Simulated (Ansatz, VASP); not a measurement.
Two plane-wave programs on LiF

Contents of POSCAR:

```
LiF
1.0
    0.0000000000      2.1446105480      2.1446105480
    2.1446105480      0.0000000000      2.1446105480
    2.1446105480      2.1446105480      0.0000000000
Li F
1 1
Direct
    0.0000000000      0.0000000000      0.0000000000
    0.2500000000      0.2500000000      0.2500000000
```

INCAR.step1

```
PREC     = Accurate       # precision mode
ENCUT    = 520            # plane-wave cutoff, eV
EDIFF    = 1E-5           # SCF threshold, eV
ISMEAR   = 0              # smearing method
SIGMA    = 0.01           # smearing width, eV
LREAL    = False          # projectors in reciprocal space
LASPH    = True           # aspherical terms in the spheres
NELM     = 60             # most SCF steps
ALGO     = Normal         # electronic algorithm
ISIF     = 2              # what is computed and relaxed
LWAVE    = True           # write WAVECAR
LCHARG   = False          # write CHGCAR
NBANDS   = 12             # bands
GGA      = PE             # functional
```

File INCAR.step2:

```
PREC     = Accurate       # precision mode
ENCUT    = 520            # plane-wave cutoff, eV
EDIFF    = 1E-6           # SCF threshold, eV
ISMEAR   = 0              # smearing method
SIGMA    = 0.01           # smearing width, eV
LREAL    = False          # projectors in reciprocal space
LASPH    = True           # aspherical terms in the spheres
NELM     = 60             # most SCF steps
ALGO     = Normal         # electronic algorithm
ISIF     = 2              # what is computed and relaxed
LWAVE    = False          # write WAVECAR
LCHARG   = False          # write CHGCAR
GGA      = PE             # functional
LHFCALC  = True           # exact exchange
HFSCREEN = 0.2079         # screening, 1/A
PRECFOCK = Normal       
NBANDS   = 12             # bands
ISTART   = 1
```

KPOINTS

```
Automatic mesh
0
Gamma
  4 4 4
```

Input for Ansatz:

```yaml
crystal:
  lattice:
    - [0.0, 2.144610548, 2.144610548]
    - [2.144610548, 0.0, 2.144610548]
    - [2.144610548, 2.144610548, 0.0]
  atoms:
    - { symbol: Li, position: [0.0, 0.0, 0.0] }
    - { symbol: F, position: [0.25, 0.25, 0.25] }
kpoints:
  mp_grid: { grid: [4, 4, 4] }
hamiltonian:
  xc: hse06
scf:
  occupations: { method: fixed }
  n_extra_bands: 4
output:
  forces: true
  stress: true
  eigenvalues: true
```

Alike in both runs: task single point; functional HSE06; k mesh 4 × 4 × 4; no spin polarisation.

```csv
,VASP,Ansatz
version,VASP 6.6.1,Ansatz 0.2.0
potentials or method,"VASP PAW PBE potentials, release 64 (Li_sv, F)","plane waves, PAW"
plane-wave cutoff (eV),520,420
occupations,"gaussian, width 0.01 eV",fixed
valence electrons in the cell,10,10
```

```csv
,VASP,Ansatz,Ansatz less VASP
gap on the k mesh at the Fermi level (eV),10.09,10.11,+0.024
```

Ansatz's warnings: stress exchange threshold loose, stress scf threshold loose.

The k mesh is coarse, so the values compare programs but aren't converged. Noted on VASP's run: the cutoff is under 1.25 times that of the potentials, so the pressure is a little rough.
